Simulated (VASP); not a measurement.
Write the native input for VASP 6.6.1 that does the following.

* Task: electric field gradients
* Functional: PBE
* Potentials or basis: VASP PAW PBE potentials, release 64 (Pb_d, I)
* Cutoff: 400 eV
* k mesh: 11 × 11 × 6
* Occupations: fermi-dirac, width 0.03 eV
* Spin: no spin polarisation
* Dipole correction: no
* Further INCAR settings: ALGO = Normal; EDIFF = 1e-08; NBANDS = 21

The structure of PbI2 (CdI2 type) lies in POSCAR:

```
PbI2
1.0
    4.6772877255      0.0000000000      0.0000000000
   -2.3386438628      4.0506499911      0.0000000000
    0.0000000000      0.0000000000      7.8496382030
Pb I
1 2
Direct
    0.0000000000      0.0000000000      0.0000000000
    0.3333333333      0.6666666667      0.2366177030
    0.6666666667      0.3333333333      0.7633822970
```

These files were run (other wordings do the same):

INCAR

```
SYSTEM = PbI2
ALGO     = Normal         ! electronic algorithm
EDIFF    = 1E-8           ! SCF threshold, eV
ENCUT    = 400            ! plane-wave cutoff, eV
GGA      = PE             ! functional
GGA_COMPAT= .False.      
ISIF     = 2              ! what is computed and relaxed
ISMEAR   = -1             ! smearing method
LASPH    = .True.         ! aspherical terms in the spheres
LCHARG   = .False.        ! write CHGCAR
LEFG     = .True.       
LREAL    = .False.        ! projectors in reciprocal space
LWAVE    = .False.        ! write WAVECAR
NBANDS   = 21             ! bands
NELM     = 120            ! most SCF steps
PREC     = Accurate       ! precision mode
SIGMA    = 0.03           ! smearing width, eV
```

KPOINTS

```
k-points
0
Gamma
  11 11 6
  0 0 0
```

Potentials or basis: VASP PAW PBE potentials, release 64 (Pb_d, I).

Command:

```bash
$ cat potpaw_PBE.64/Pb_d/POTCAR potpaw_PBE.64/I/POTCAR > POTCAR
$ mpirun -np 1 vasp_std > vasp.out
```

Results of the run:

The pressure is 0.0 GPa. The band gap on the k mesh is 2.43 eV (least direct gap 2.56 eV) and the largest electric field gradient by atom is Pb +19.7; I -9.7 V/Å².

Caveat: without QUAD_EFG the Cq values of the log hold for a quadrupole moment of 1 mb, not for the nuclei; spin-orbit coupling is left out, which moves the levels of the heavy elements; this functional lacks dispersion, which binds layers or chains, so the pressure and a relaxed spacing across them are unreliable.

Wall time 110 s on 1 thread of AMD EPYC 9R45 96-Core Processor (Zen 5) (shared host), peak memory 0.3 GiB.
